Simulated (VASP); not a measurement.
A run of VASP 6.6.1:

INCAR

```
  ALGO = Normal
  EDIFF = 1E-6
  ENCUT = 520
  GGA = PE
  ISIF = 2
  ISMEAR = -1
  LASPH = T
  LCHARG = F
  LREAL = F
  LWAVE = F
  NBANDS = 45
  NELM = 60
  PREC = Accurate
  SIGMA = 0.02
```

KPOINTS

```
k-points
0
Gamma
  6 6 6
```

POSCAR

```
Si3N4
1.0
   -3.2373500000      3.2373500000      3.1726030000
    3.2373500000     -3.2373500000      3.1726030000
    3.2373500000      3.2373500000     -3.1726030000
Si N
6 8
Direct
    0.2500000000      0.1239980359      0.8739980359
    0.8760019641      0.2500000000      0.1260019641
    0.7500000000      0.3760019641      0.6260019641
    0.6239980359      0.7500000000      0.3739980359
    0.1250000000      0.8750000000      0.2500000000
    0.3750000000      0.6250000000      0.7500000000
    0.5604093605      0.5593911800      0.5610007714
    0.4406088200      0.5016095913      0.0010181805
    0.4983904087     -0.0005914109      0.9389992286
    0.0005914109      0.4395906395      0.4989818195
    0.9395906395      0.5005914109     -0.0010181805
    0.0593911800      0.0604093605      0.0610007714
    0.0016095913      0.9406088200      0.5010181805
    0.4994085891     -0.0016095913      0.4389992286
```

Potentials or basis: VASP PAW PBE potentials, release 64 (Si, N).

Command:

```bash
$ cat potpaw_PBE.64/Si/POTCAR potpaw_PBE.64/N/POTCAR > POTCAR
$ mpirun -np 1 vasp_std > vasp.out
```

Hardware: 1 thread of Intel(R) Xeon(R) Platinum 8375C CPU @ 2.90GHz (Ice Lake), with other jobs on the host.

Estimate the wall time of this run.

Run time: 2.2 min on 1 thread of Intel(R) Xeon(R) Platinum 8375C CPU @ 2.90GHz (Ice Lake) (shared host), peak memory 0.32 GiB. Counts: scf iterations 14, k points 30.
